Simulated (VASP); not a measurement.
# WSe2 (P6_3/mmc) in VASP: further runs

The runs below take WSe2 through single point, with PBE+D3(BJ).

Program: VASP 6.6.1. These are calculated values, not measurements. Logs are shortened: lines on timing, memory, paths and dates and some standing lists are left out, and cuts for length are marked.

### Step 1. The cell of the first run

The structure is hexagonal, space group P6_3/mmc (No. 194). The conventional cell has a = 3.394 Å, b = 3.394 Å, c = 12.789 Å, α = 90.00°, β = 90.00°, γ = 120.00°. Within 3.4 Å of W (site symmetry -6m2) lie 6 Se at 2.58 Å and 6 W at 3.39 Å. Within 3.4 Å of Se (site symmetry 3m) lie 3 W at 2.58 Å and 7 Se at 3.37 to 3.39 Å.

### Step 2. Single point, PBE+D3(BJ) (strain +0.0350 x Voigt [1, 1, 0, 0, 0, 0])

INCAR

```
ALGO = Normal
EDIFF = 1E-6
ENCUT = 520
GGA = PE
ISIF = 2
ISMEAR = 0
IVDW = 12
LASPH = T
LCHARG = F
LREAL = F
LWAVE = F
NBANDS = 35
NELM = 60
PREC = Accurate
SIGMA = 0.05
```

KPOINTS

```
k-points
0
Gamma
  12 12 2
```

POSCAR

```
WSe2
1.0
    3.3937935238      0.0000000000      0.0000000000
   -1.6968967619      2.9391114068      0.0000000000
    0.0000000000      0.0000000000     12.7886113051
W Se
2 4
Direct
    0.3333333333      0.6666666667      0.2500000000
    0.6666666667      0.3333333333      0.7500000000
    0.3333333333      0.6666666667      0.6182912222
    0.6666666667      0.3333333333      0.1182912222
    0.3333333333      0.6666666667      0.8817087778
    0.6666666667      0.3333333333      0.3817087778
```

Potentials or basis: VASP PAW PBE potentials, release 64 (W_sv, Se).

The run is started by

```bash
$ cat potpaw_PBE.64/W_sv/POTCAR potpaw_PBE.64/Se/POTCAR > POTCAR
$ mpirun -np 1 vasp_std > vasp.out
```

OUTCAR:

```text
EDIFF = 1E-6
   ENCUT = 520
   GGA = PE
   ISIF = 2
   ISMEAR = 0
   IVDW = 12
   LASPH = T
   LREAL = F
   NELM = 60
   PREC = Accurate
 IVDW          = 12

 ion  position               nearest neighbor table
   1  0.333  0.667  0.250-   4 2.58   6 2.58   4 2.58   6 2.58   4 2.58   6 2.58
   2  0.667  0.333  0.750-   3 2.58   5 2.58   3 2.58   5 2.58   3 2.58   5 2.58
   3  0.333  0.667  0.618-   2 2.58   2 2.58   2 2.58
   4  0.667  0.333  0.118-   1 2.58   1 2.58   1 2.58
   5  0.333  0.667  0.882-   2 2.58   2 2.58   2 2.58
   6  0.667  0.333  0.382-   1 2.58   1 2.58   1 2.58

  LATTYP: Found a hexagonal cell.
 ALAT       =     3.3937935238
 C/A-ratio  =     3.7682349310

  Lattice vectors:

 A1 = (   3.3937935238,   0.0000000000,   0.0000000000)
 A2 = (  -1.6968967619,   2.9391114068,   0.0000000000)
 A3 = (   0.0000000000,   0.0000000000,  12.7886113051)

Analysis of symmetry for initial positions (statically):
=====================================================================
 Subroutine PRICEL returns:
 Original cell was already a primitive cell.

 Routine SETGRP: Setting up the symmetry group for a
 hexagonal supercell.

 Subroutine GETGRP returns: Found 24 space group operations
 (whereof 12 operations were pure point group operations)
 out of a pool of 24 trial point group operations.

The static configuration has the point symmetry D_3d.
 The point group associated with its full space group is D_6h.

Analysis of symmetry for dynamics (positions and initial velocities):
=====================================================================
 Subroutine PRICEL returns:
 Original cell was already a primitive cell.

 Routine SETGRP: Setting up the symmetry group for a
 hexagonal supercell.

 Subroutine GETGRP returns: Found 24 space group operations
 (whereof 12 operations were pure point group operations)
 out of a pool of 24 trial point group operations.

The dynamic configuration has the point symmetry D_3d.
 The point group associated with its full space group is D_6h.

 Subroutine INISYM returns: Found 24 space group operations
 (whereof 12 operations are pure point group operations),
 and found     1 'primitive' translations

----------------------------------------------------------------------------------------

[... 100 lines left out ...]
   EDIFF  = 0.1E-05   stopping-criterion for ELM
   LREAL  =      F    real-space projection
   EDIFFG = 0.1E-04   stopping-criterion for IOM
   NSW    =      0    number of steps for IOM
   IBRION =     -1    ionic relax: 0-MD 1-quasi-New 2-CG
   NFREE  =      0    steps in history (QN), initial steepest desc. (CG)
   ISIF   =      2    stress and relaxation
   ISYM   =      2    0-nonsym 1-usesym 2-fastsym
   POTIM  = 0.5000    time-step for ionic-motion
   TEBEG  =    0.0;   TEEND  =   0.0 temperature during run
   PSTRESS=    0.0 pullay stress
   NELECT =      52.0000    total number of electrons
   NUPDOWN=      -1.0000    fix difference up-down
   EMIN   =  10.00;   EMAX   =-10.00  energy-range for DOS
   EFERMI =   0.00;   METHOD = LEGACY
   ISMEAR =     0;   SIGMA  =   0.05  broadening in eV -4-tet -1-fermi 0-gaus
   EFERMI_NEDOS =   21; number of points for ismear=-14 and -15
   IALGO  =     38    algorithm
   IMIX   =      4    mixing-type and parameters
     AMIX     =   0.40;   BMIX     =  1.00
     AMIX_MAG =   1.60;   BMIX_MAG =  1.00
  volume/ion in A,a.u.               =      21.26       143.47
  Fermi-wavevector in a.u.,A,eV,Ry     =   1.213857  2.293858 20.047501  1.473450
  Thomas-Fermi vector in A             =   2.349296
   LORBIT       =      0    0 simple, 1 ext, 2 COOP (PROOUT), +10 PAW based schemes
   GGA     = PE    functional components
   LHFCALC =     F    Hartree Fock is set to
   AEXX    =    0.0000 exact exchange contribution
   IVDW    =    12    specifies the selected vdW correction
   LEPSILON=     F    determine dielectric tensor
   LRPA    =     F    only Hartree local field effects (RPA)
 non-spin polarized calculation
 Gauss-broadening in eV      SIGMA  =   0.05
  energy-cutoff  :      520.00
  volume of cell :      127.56
 maximum number of plane-waves:      3453
 NGX is ok and might be reduce to    28
   NGX = 13   NGY = 13   NGZ = 47

 number of electron      51.9999997 magnetization

 Free energy of the ion-electron system (eV)
  ---------------------------------------------------
  ext. energy  EPLUGINS =         0.00000000
  ---------------------------------------------------
  free energy    TOTEN  =       -43.03203564 eV

  energy without entropy =      -43.03203564  energy(sigma->0) =      -43.03203564

 E-fermi :   6.1683     XC(G=0): -10.5640

 val. band max:        5.8604374999   @ k =   0.0000   0.0000   0.0000
 cond. band min:       6.7409760354   @ k =   0.1667   0.1667   0.0000
 fundamental gap:      0.8805385354
 Fermi energy:         6.1682736457

 k-point     1 :       0.0000    0.0000    0.0000
  band No.  band energies     occupation
      1     -68.7176      2.00000
      2     -68.7176      2.00000
      3     -32.8819      2.00000
      4     -32.8819      2.00000
      5     -32.8346      2.00000
      6     -32.8346      2.00000
[... 901 lines left out ...]
     34       9.3419      0.00000
     35      11.0123      0.00000

 [... further k-points ...]

------------------------ aborting loop because EDIFF is reached ----------------------------------------

 Edisp (eV)   -2.65881

 E8    (eV) :    -1.1862

  FORCE on cell =-STRESS in cart. coord.  units (eV):
  Direction    XX          YY          ZZ          XY          YZ          ZX
  --------------------------------------------------------------------------------------
  -------------------------------------------------------------------------------------
  Total      -7.02360    -7.02360    -4.30883     0.00000    -0.00000     0.00000
  in kB     -88.21560   -88.21560   -54.11840     0.00000    -0.00000     0.00000
  external pressure =      -76.85 kB  Pullay stress =        0.00 kB

 VOLUME and BASIS-vectors are now :
 -----------------------------------------------------------------------------
  energy-cutoff  :      520.00
  volume of cell :      127.56
      direct lattice vectors                 reciprocal lattice vectors
     3.393793524  0.000000000  0.000000000     0.294655521  0.170119445  0.000000000
    -1.696896762  2.939111407  0.000000000     0.000000000  0.340238889  0.000000000
     0.000000000  0.000000000 12.788611305     0.000000000  0.000000000  0.078194573

 POSITION                                       TOTAL-FORCE (eV/Angst)
 -----------------------------------------------------------------------------------
     -0.00000      1.95941      3.19715        -0.000000      0.000000     -0.000000
      1.69690      0.97970      9.59146         0.000000     -0.000000     -0.000000
     -0.00000      1.95941      7.90709        -0.000000      0.000000      0.621709
      1.69690      0.97970      1.51278        -0.000000      0.000000      0.621709
     -0.00000      1.95941     11.27583         0.000000      0.000000     -0.621709
      1.69690      0.97970      4.88153        -0.000000      0.000000     -0.621709
 -----------------------------------------------------------------------------------
    total drift:                               -0.000000      0.000000     -0.000000

  FREE ENERGIE OF THE ION-ELECTRON SYSTEM (eV)
  ---------------------------------------------------
  free  energy   TOTEN  =       -45.6908428150 eV

  energy  without entropy=      -45.6908428150  energy(sigma->0) =      -45.69084281
```

stdout:

```text
POSCAR found type information on POSCAR W Se
 POSCAR found :  2 types and       6 ions
 scaLAPACK will be used
 LDA part: xc-table for (Slater+PW92), standard interpolation
 POSCAR, INCAR and KPOINTS ok, starting setup
 FFT: planning ... GRIDC
 FFT: planning ... GRID_SOFT
 FFT: planning ... GRID
 WAVECAR not read
 entering main loop
```

Wall time 2.5 min (1 thread of Intel Xeon Platinum 8259CL at 2.50GHz (Skylake/Cascade Lake), shared host); peak memory 0.34 GiB.

What came out:

* Free energy: -45.6908 eV
* Pressure: -7.7 GPa
* Largest force: 0.622 eV/Å
* Band gap on the k mesh: 0.88 eV (least direct gap 1.25 eV)
* Dispersion energy per atom: -0.443 eV

Forces in eV/Å, atoms in the order of the input:
```
W    0.000  0.000  0.000
W    0.000  0.000  0.000
Se   0.000  0.000  0.622
Se   0.000  0.000  0.622
Se   0.000  0.000 -0.622
Se   0.000  0.000 -0.622
```

Caveat: the cell differs from its parent crystal (strain +0.0350 x Voigt [1, 1, 0, 0, 0, 0]); the cell stands under tension; spin-orbit coupling is left out, which moves the levels of the heavy elements. A k mesh can miss the band edges.

### Step 3. Single point, PBE+D3(BJ) (strain +0.0400 x Voigt [1, 1, 0, 0, 0, 0])

INCAR

```
PREC     = Accurate       # precision mode
ENCUT    = 520            # plane-wave cutoff, eV
EDIFF    = 1E-6           # SCF threshold, eV
ISMEAR   = 0              # smearing method
SIGMA    = 0.05           # smearing width, eV
LREAL    = False          # projectors in reciprocal space
LASPH    = True           # aspherical terms in the spheres
NELM     = 60             # most SCF steps
ALGO     = Normal         # electronic algorithm
ISIF     = 2              # what is computed and relaxed
LWAVE    = False          # write WAVECAR
LCHARG   = False          # write CHGCAR
GGA      = PE             # functional
IVDW     = 12             # dispersion correction
NBANDS   = 35             # bands
```

KPOINTS

```
regular mesh
0
Gamma
  12 12 2
```

Changes to POSCAR since step 2:

```diff
@@ -2,4 +2,4 @@
 1.0
-    3.3937935238      0.0000000000      0.0000000000
-   -1.6968967619      2.9391114068      0.0000000000
+    3.4101886616      0.0000000000      0.0000000000
+   -1.7050943308      2.9533100126      0.0000000000
     0.0000000000      0.0000000000     12.7886113051
```

Potentials or basis: VASP PAW PBE potentials, release 64 (W_sv, Se).

The run is started by

```bash
$ cat potpaw_PBE.64/W_sv/POTCAR potpaw_PBE.64/Se/POTCAR > POTCAR
$ mpirun -np 1 vasp_std > vasp.out
```

It took 2.5 min on 1 thread of Intel Xeon Platinum 8259CL at 2.50GHz (Skylake/Cascade Lake), shared host; peak memory 0.33 GiB.

It converged, with:

```yaml
Free_energy: -45.6189 eV
Pressure: -8.6 GPa
Largest_force: 0.704 eV/Å
Band_gap_on_the_k_mesh: 0.88 eV (least direct gap 1.21 eV)
Dispersion_energy_per_atom: -0.439 eV
```

Forces on the atoms (eV/Å):
```
W    0.000  0.000  0.000
W    0.000  0.000  0.000
Se   0.000  0.000  0.704
Se   0.000  0.000  0.704
Se   0.000  0.000 -0.704
Se   0.000  0.000 -0.704
```

Stress tensor (GPa, compression positive):
```
-9.88  0.00  0.00
 0.00 -9.88  0.00
 0.00  0.00 -6.07
```

Levels at points of the mesh, in eV from the valence-band top:
```
           k point  band 23  band 24  band 25  band 26  band 27  band 28  band 29  band 30
(0.00, 0.00, 0.00)    -1.68    -0.89    -0.77     0.00     2.19     2.19     2.24     2.24
(0.50, 0.00, 0.00)    -1.67    -1.44    -1.36    -1.20     1.63     1.69     1.92     2.11
(0.00, 0.00, 0.50)    -1.72    -1.72    -0.13    -0.13     2.19     2.19     2.19     2.19
(0.50, 0.00, 0.50)    -1.51    -1.51    -1.29    -1.29     1.66     1.66     2.04     2.04
```

Caveat: the cell differs from its parent crystal (strain +0.0400 x Voigt [1, 1, 0, 0, 0, 0]); the cell stands under tension; spin-orbit coupling is left out, which moves the levels of the heavy elements. A k mesh can miss the band edges.
